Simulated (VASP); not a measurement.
Here is a VASP 6.6.1 calculation.

The input INCAR:

```
PREC = Accurate ; ENCUT = 520
EDIFF = 1E-6 ; ISMEAR = 0
SIGMA = 0.05 ; LREAL = Auto
LASPH = True ; NELM = 60
ALGO = Normal ; ISIF = 2
LWAVE = False ; LCHARG = True
GGA = PE ; LELF = True
LVHAR = True ; NBANDS = 108
```

KPOINTS

```
regular mesh
0
Gamma
  1 1 5
```

The input POSCAR:

```
In4As4H11
1.0
   17.1000000000      0.0000000000      0.0000000000
    0.0000000000     16.5000000000      0.0000000000
    0.0000000000      0.0000000000     10.7150325769
In As H
8 8 22
Direct
    0.5799115610      0.5000000000      0.0000000000
    0.4322181459      0.5000000000      0.3333333333
    0.3583714384      0.3674426142      0.0000000000
    0.6537582686      0.3674426142      0.3333333333
    0.5060648535      0.6325573858      0.6666666667
    0.3583714384      0.6325573858      0.0000000000
    0.6537582686      0.6325573858      0.3333333333
    0.5060648535      0.3674426142      0.6666666667
    0.6537582686      0.6325573858      0.0833333333
    0.5060648535      0.3674426142      0.4166666667
    0.3583714384      0.6325573858      0.7500000000
    0.6537582686      0.3674426142      0.0833333333
    0.5060648535      0.6325573858      0.4166666667
    0.3583714384      0.3674426142      0.7500000000
    0.4322181459      0.5000000000      0.0833333333
    0.5799115610      0.5000000000      0.7500000000
    0.6118556445      0.7077740405      0.0360477406
    0.7375635167      0.6325573858      0.0360477406
    0.4641622294      0.2922259595      0.3693810739
    0.3164688143      0.5573407311      0.7027144073
    0.3164688143      0.7077740405      0.7027144073
    0.3362831908      0.5000000000      0.3874628934
    0.6118556445      0.2922259595      0.0360477406
    0.7375635167      0.3674426142      0.0360477406
    0.4641622294      0.7077740405      0.3693810739
    0.3164688143      0.4426592689      0.7027144073
    0.3164688143      0.2922259595      0.7027144073
    0.2624364833      0.3674426142      0.0541295601
    0.4063389159      0.2813393384      0.0541295601
    0.7017257462      0.4535458900      0.3874628934
    0.7017257462      0.2813393384      0.3874628934
    0.5540323310      0.7186606616      0.7207962268
    0.2624364833      0.6325573858      0.0541295601
    0.4063389159      0.7186606616      0.0541295601
    0.7017257462      0.5464541100      0.3874628934
    0.7017257462      0.7186606616      0.3874628934
    0.5540323310      0.2813393384      0.7207962268
    0.6637168092      0.5000000000      0.7027144073
```

Potentials or basis: VASP PAW PBE potentials, release 64 (In_d, As, H).

Run with:

```sh
$ cat potpaw_PBE.64/In_d/POTCAR potpaw_PBE.64/As/POTCAR potpaw_PBE.64/H/POTCAR > POTCAR
$ mpirun -np 1 vasp_std > vasp.out
```

Problem. Estimate the band gap on the k mesh.

Solution. 2.03 eV.

Problem. Estimate the largest force.

Solution. 1.123 eV/Å.

Forces on the atoms (eV/Å):
```
In  -0.509  0.000 -0.207
In  -0.428  0.000 -0.032
In  -0.319 -0.263  0.724
In   0.521 -0.648  0.755
In   0.301  0.442 -0.332
In  -0.319  0.263  0.724
In   0.521  0.648  0.755
In   0.301 -0.442 -0.332
As  -0.322 -0.535  0.496
As   0.347  0.589 -0.137
As   0.731 -0.141  0.514
As  -0.322  0.535  0.496
As   0.347 -0.589 -0.137
As   0.731  0.141  0.514
As   0.375  0.000 -0.550
As  -0.690  0.000  0.010
H    0.337 -0.033 -0.308
H   -0.110  0.374 -0.210
H   -0.128  0.004  0.018
H   -0.291  0.331 -0.268
H   -0.188 -0.287 -0.253
H   -0.147  0.000  0.019
H    0.337  0.033 -0.308
H   -0.110 -0.374 -0.210
H   -0.128 -0.004  0.018
H   -0.291 -0.331 -0.268
H   -0.188  0.287 -0.253
H   -0.141  0.220 -0.120
H    0.304 -0.107 -0.195
H   -0.189 -0.210 -0.191
H   -0.087 -0.377 -0.153
H   -0.071  0.051  0.107
H   -0.141 -0.220 -0.120
H    0.304  0.107 -0.195
H   -0.189  0.210 -0.191
H   -0.087  0.377 -0.153
H   -0.071 -0.051  0.107
H    0.011  0.000 -0.135
```

Caveat: spin-orbit coupling is left out, which moves the levels of the heavy elements.
